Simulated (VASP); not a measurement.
# CsI (Pm-3m) in VASP: notebook

Runs on CsI. Level: PBE. Tasks: single point.

All numbers are computed with VASP 6.6.1; they aren't measurements. Logs are shortened: lines on timing, memory, paths and dates and some standing lists are left out, and cuts for length are marked.

**1. The cell of the first run**

Symmetry: Pm-3m, No. 221, cubic system. The conventional cell has a = 4.685 Å, b = 4.685 Å, c = 4.685 Å, α = 90.00°, β = 90.00°, γ = 90.00°. Cs (site symmetry m-3m) has 8 I at 4.06 Å and 6 Cs at 4.69 Å within 5.3 Å. I (site symmetry m-3m) has 8 Cs at 4.06 Å and 6 I at 4.69 Å within 5.3 Å.

**2. Single point, PBE**

File INCAR:

```
  PREC = Accurate
  ENCUT = 500
  EDIFF = 1E-6
  ISMEAR = 0
  SIGMA = 0.01
  LREAL = F
  LASPH = T
  NELM = 120
  ALGO = Normal
  ISIF = 2
  LWAVE = F
  LCHARG = T
  GGA = PE
  LELF = T
  LVHAR = T
  NBANDS = 15
  GGA_COMPAT = F
```

File KPOINTS:

```
regular mesh
0
Gamma
  5 5 5
```

File POSCAR:

```
CsI
1.0
    4.6853682934      0.0000000000      0.0000000000
    0.0000000000      4.6853682934      0.0000000000
    0.0000000000      0.0000000000      4.6853682934
Cs I
1 1
Direct
    0.0000000000      0.0000000000      0.0000000000
    0.5000000000      0.5000000000      0.5000000000
```

Potentials or basis: VASP PAW PBE potentials, release 64 (Cs_sv, I).

Command:

```sh
$ cat potpaw_PBE.64/Cs_sv/POTCAR potpaw_PBE.64/I/POTCAR > POTCAR
$ mpirun -np 1 vasp_std > vasp.out
```

OUTCAR:

```text
PREC = Accurate
   ENCUT = 500
   EDIFF = 1E-6
   ISMEAR = 0
   LREAL = F
   LASPH = T
   NELM = 120
   ISIF = 2
   GGA = PE

 ion  position               nearest neighbor table
   1  0.000  0.000  0.000-
   2  0.500  0.500  0.500-

  LATTYP: Found a simple cubic cell.
 ALAT       =     4.6853682934

  Lattice vectors:

 A1 = (   4.6853682934,   0.0000000000,   0.0000000000)
 A2 = (   0.0000000000,   4.6853682934,   0.0000000000)
 A3 = (   0.0000000000,   0.0000000000,   4.6853682934)

Analysis of symmetry for initial positions (statically):
=====================================================================
 Subroutine PRICEL returns:
 Original cell was already a primitive cell.

 Routine SETGRP: Setting up the symmetry group for a
 simple cubic supercell.

 Subroutine GETGRP returns: Found 48 space group operations
 (whereof 48 operations were pure point group operations)
 out of a pool of 48 trial point group operations.

The static configuration has the point symmetry O_h .

Analysis of symmetry for dynamics (positions and initial velocities):
=====================================================================
 Subroutine PRICEL returns:
 Original cell was already a primitive cell.

 Routine SETGRP: Setting up the symmetry group for a
 simple cubic supercell.

 Subroutine GETGRP returns: Found 48 space group operations
 (whereof 48 operations were pure point group operations)
 out of a pool of 48 trial point group operations.

The dynamic configuration has the point symmetry O_h .

 Subroutine INISYM returns: Found 48 space group operations
 (whereof 48 operations are pure point group operations),
 and found     1 'primitive' translations

----------------------------------------------------------------------------------------

                                     Primitive cell

  volume of cell :     102.8564

  direct lattice vectors                    reciprocal lattice vectors
     4.685368293  0.000000000  0.000000000     0.213430394  0.000000000  0.000000000
     0.000000000  4.685368293  0.000000000     0.000000000  0.213430394  0.000000000
     0.000000000  0.000000000  4.685368293     0.000000000  0.000000000  0.213430394

  length of vectors
     4.685368293  4.685368293  4.685368293     0.213430394  0.213430394  0.213430394

  position of ions in fractional coordinates (direct lattice)
     0.000000000  0.000000000  0.000000000
     0.500000000  0.500000000  0.500000000

  ion indices of the primitive-cell ions
   primitive index   ion index
                 1           1
                 2           2

----------------------------------------------------------------------------------------

 KPOINTS: regular mesh

Automatic generation of k-mesh.
 Grid dimensions read from file:
 generate k-points for:    5    5    5

 Generating k-lattice:

  Cartesian coordinates                     Fractional coordinates (reciprocal lattice)
     0.042686079  0.000000000  0.000000000     0.200000000  0.000000000  0.000000000
     0.000000000  0.042686079  0.000000000     0.000000000  0.200000000  0.000000000
     0.000000000  0.000000000  0.042686079     0.000000000  0.000000000  0.200000000

  Length of vectors
     0.042686079  0.042686079  0.042686079

  Shift w.r.t. Gamma in fractional coordinates (k-lattice)
     0.000000000  0.000000000  0.000000000

 Subroutine IBZKPT returns following result:
 ===========================================

 Found     10 irreducible k-points:

 Following reciprocal coordinates:
            Coordinates               Weight
  0.000000  0.000000  0.000000      1.000000
  0.200000  0.000000  0.000000      6.000000
  0.400000  0.000000  0.000000      6.000000
  0.200000  0.200000  0.000000     12.000000
  0.400000  0.200000  0.000000     24.000000
  0.400000  0.400000  0.000000     12.000000
  0.200000  0.200000  0.200000      8.000000
  0.400000  0.200000  0.200000     24.000000
  0.400000  0.400000  0.200000     24.000000
  0.400000  0.400000  0.400000      8.000000
   k-points           NKPTS =     10   k-points in BZ     NKDIM =     10   number of bands    NBANDS=     15
   number of dos      NEDOS =    301   number of ions     NIONS =      2
   total plane-waves  NPLWV =  46656
   dimension x,y,z NGX =    36 NGY =   36 NGZ =   36
   dimension x,y,z NGXF=    72 NGYF=   72 NGZF=   72
   ions per type =               1   1
   NGX,Y,Z   is equivalent  to a cutoff of  12.77, 12.77, 12.77 a.u.
   NGXF,Y,Z  is equivalent  to a cutoff of  25.55, 25.55, 25.55 a.u.
 SYSTEM =  unknown system
   PREC   = accura    normal or accurate (medium, high low for compatibility)
   ISTART =      0    job   : 0-new  1-cont  2-samecut
   ICHARG =      2    charge: 1-file 2-atom 10-const
   ISPIN  =      1    spin polarized calculation?
   LNONCOLLINEAR =      F non collinear calculations
   LSORBIT =      F    spin-orbit coupling
   LASPH  =      T    aspherical Exc in radial PAW
   ENCUT  =  500.0 eV  36.75 Ry    6.06 a.u.   8.54  8.54  8.54*2*pi/ulx,y,z
   NELM   =    120;   NELMIN=  2; NELMDL= -5     # of ELM steps
   EDIFF  = 0.1E-05   stopping-criterion for ELM
   LREAL  =      F    real-space projection
   EDIFFG = 0.1E-04   stopping-criterion for IOM
   NSW    =      0    number of steps for IOM
   IBRION =     -1    ionic relax: 0-MD 1-quasi-New 2-CG
   NFREE  =      0    steps in history (QN), initial steepest desc. (CG)
   ISIF   =      2    stress and relaxation
   ISYM   =      2    0-nonsym 1-usesym 2-fastsym
   POTIM  = 0.5000    time-step for ionic-motion
   TEBEG  =    0.0;   TEEND  =   0.0 temperature during run
   PSTRESS=    0.0 pullay stress
   NELECT =      16.0000    total number of electrons
   NUPDOWN=      -1.0000    fix difference up-down
   EMIN   =  10.00;   EMAX   =-10.00  energy-range for DOS
   EFERMI =   0.00;   METHOD = LEGACY
   ISMEAR =     0;   SIGMA  =   0.01  broadening in eV -4-tet -1-fermi 0-gaus
   EFERMI_NEDOS =   21; number of points for ismear=-14 and -15
   IALGO  =     38    algorithm
   IMIX   =      4    mixing-type and parameters
     AMIX     =   0.40;   BMIX     =  1.00
     AMIX_MAG =   1.60;   BMIX_MAG =  1.00
  volume/ion in A,a.u.               =      51.43       347.05
  Fermi-wavevector in a.u.,A,eV,Ry     =   0.880449  1.663808 10.547117  0.775191
  Thomas-Fermi vector in A             =   2.000811
   LORBIT       =      0    0 simple, 1 ext, 2 COOP (PROOUT), +10 PAW based schemes
   GGA     = PE    functional components
   LHFCALC =     F    Hartree Fock is set to
   AEXX    =    0.0000 exact exchange contribution
   IVDW    =     0    specifies the selected vdW correction
   LEPSILON=     F    determine dielectric tensor
   LRPA    =     F    only Hartree local field effects (RPA)
 non-spin polarized calculation
 Gauss-broadening in eV      SIGMA  =   0.01
  energy-cutoff  :      500.00
  volume of cell :      102.86
 maximum number of plane-waves:      2622
 NGX is ok and might be reduce to    36
   NGX = 17   NGY = 17   NGZ = 17

 number of electron      15.9999997 magnetization

 Free energy of the ion-electron system (eV)
  ---------------------------------------------------
  ext. energy  EPLUGINS =         0.00000000
  ---------------------------------------------------
  free energy    TOTEN  =        -5.44239214 eV

  energy without entropy =       -5.44239214  energy(sigma->0) =       -5.44239214

 E-fermi :   0.4791     XC(G=0):  -7.4439

 val. band max:        0.3397009504   @ k =   0.4000   0.4000   0.0000
 cond. band min:       4.0183645440   @ k =   0.0000   0.0000   0.0000
 fundamental gap:      3.6786635936
 Fermi energy:         0.4790756331

 k-point     1 :       0.0000    0.0000    0.0000
  band No.  band energies     occupation
      1     -20.1193      2.00000
      2     -10.1671      2.00000
      3      -6.8289      2.00000
      4      -6.8289      2.00000
      5      -6.8289      2.00000
      6       0.2809      2.00000
      7       0.2809      2.00000
      8       0.2809      2.00000
      9       4.0184      0.00000
     10       4.6613      0.00000
     11       4.6613      0.00000
     12       7.9687      0.00000
     13       7.9687      0.00000
     14       7.9687      0.00000
     15      10.3310      0.00000

 k-point     2 :       0.2000    0.0000    0.0000
  band No.  band energies     occupation
      1     -20.1134      2.00000
      2     -10.1663      2.00000
      3      -6.8771      2.00000
      4      -6.8131      2.00000
      5      -6.8131      2.00000
      6      -0.2606      2.00000
      7       0.2449      2.00000
      8       0.2449      2.00000
      9       4.7638      0.00000
     10       4.8828      0.00000
     11       5.3898      0.00000
     12       7.8763      0.00000
     13       7.8763      0.00000
     14       8.1298      0.00000
     15       8.9674      0.00000

 k-point     3 :       0.4000    0.0000    0.0000
  band No.  band energies     occupation
      1     -20.1037      2.00000
      2     -10.1669      2.00000
      3      -6.9447      2.00000
      4      -6.7872      2.00000
      5      -6.7872      2.00000
      6      -0.9099      2.00000
      7       0.1843      2.00000
      8       0.1843      2.00000
      9       5.4334      0.00000
     10       6.1408      0.00000
     11       6.6378      0.00000
     12       7.5060      0.00000
     13       7.9611      0.00000
     14       7.9611      0.00000
     15       8.4698      0.00000
[... 91 lines left out ...]
 k-point     9 :       0.4000    0.4000    0.2000
  band No.  band energies     occupation
      1     -20.0841      2.00000
      2     -10.0239      2.00000
      3      -7.0591      2.00000
      4      -7.0388      2.00000
      5      -6.8609      2.00000
      6      -0.5301      2.00000
      7      -0.4803      2.00000
      8      -0.0657      2.00000
      9       5.4332      0.00000
     10       6.0931      0.00000
     11       6.6218      0.00000
     12       6.8697      0.00000
     13       8.2798      0.00000
     14       8.3640      0.00000
     15       9.8561      0.00000

 k-point    10 :       0.4000    0.4000    0.4000
  band No.  band energies     occupation
      1     -20.0756      2.00000
      2      -9.9722      2.00000
      3      -7.0236      2.00000
      4      -7.0161      2.00000
      5      -7.0161      2.00000
      6      -0.6498      2.00000
      7      -0.6498      2.00000
      8      -0.5523      2.00000
      9       6.3587      0.00000
     10       6.9272      0.00000
     11       6.9272      0.00000
     12       7.7617      0.00000
     13       7.9426      0.00000
     14       7.9426      0.00000
     15      10.0233      0.00000

------------------------ aborting loop because EDIFF is reached ----------------------------------------

  FORCE on cell =-STRESS in cart. coord.  units (eV):
  Direction    XX          YY          ZZ          XY          YZ          ZX
  --------------------------------------------------------------------------------------
  -------------------------------------------------------------------------------------
  Total       -0.0588250     -0.0588250     -0.0588250      0.0000000      0.0000000     -0.0000000
  in kB       -0.9163080     -0.9163080     -0.9163080      0.0000000      0.0000000     -0.0000000
  external PRESSURE =      -0.9163080 kB  Pullay stress =       0.0000000 kB

 VOLUME and BASIS-vectors are now :
 -----------------------------------------------------------------------------
  energy-cutoff  :      500.00
  volume of cell :      102.86
      direct lattice vectors                 reciprocal lattice vectors
     4.685368293  0.000000000  0.000000000     0.213430394  0.000000000  0.000000000
     0.000000000  4.685368293  0.000000000     0.000000000  0.213430394  0.000000000
     0.000000000  0.000000000  4.685368293     0.000000000  0.000000000  0.213430394

 POSITION                                       TOTAL-FORCE (eV/Angst)
 -----------------------------------------------------------------------------------
      0.00000      0.00000      0.00000         0.000000      0.000000      0.000000
      2.34268      2.34268      2.34268         0.000000      0.000000      0.000000
 -----------------------------------------------------------------------------------
    total drift:                                0.000000      0.000000      0.000000

  FREE ENERGIE OF THE ION-ELECTRON SYSTEM (eV)
  ---------------------------------------------------
  free  energy   TOTEN  =        -5.4423921354 eV

  energy  without entropy=       -5.4423921354  energy(sigma->0) =       -5.44239214
```

Wall time 13 s (1 thread of Intel Xeon Platinum 8259CL at 2.50GHz (Skylake/Cascade Lake), shared host); peak memory 0.2 GiB.

Results:

* Free energy: -5.4424 eV
* Pressure: -0.1 GPa
* Band gap on the k mesh: 3.68 eV (least direct gap 3.74 eV)

Levels at points of the mesh, in eV from the valence-band top:
```tsv
k point	band 4	band 5	band 6	band 7	band 8	band 9	band 10	band 11	band 12	band 13
(0.00, 0.00, 0.00)	-7.17	-7.17	-0.06	-0.06	-0.06	3.68	4.32	4.32	7.63	7.63
```

Caveat: spin-orbit coupling is left out, which moves the levels of the heavy elements; an odd mesh through Γ misses points on the zone boundary, where band edges can lie.

[end of part 1 of 2]
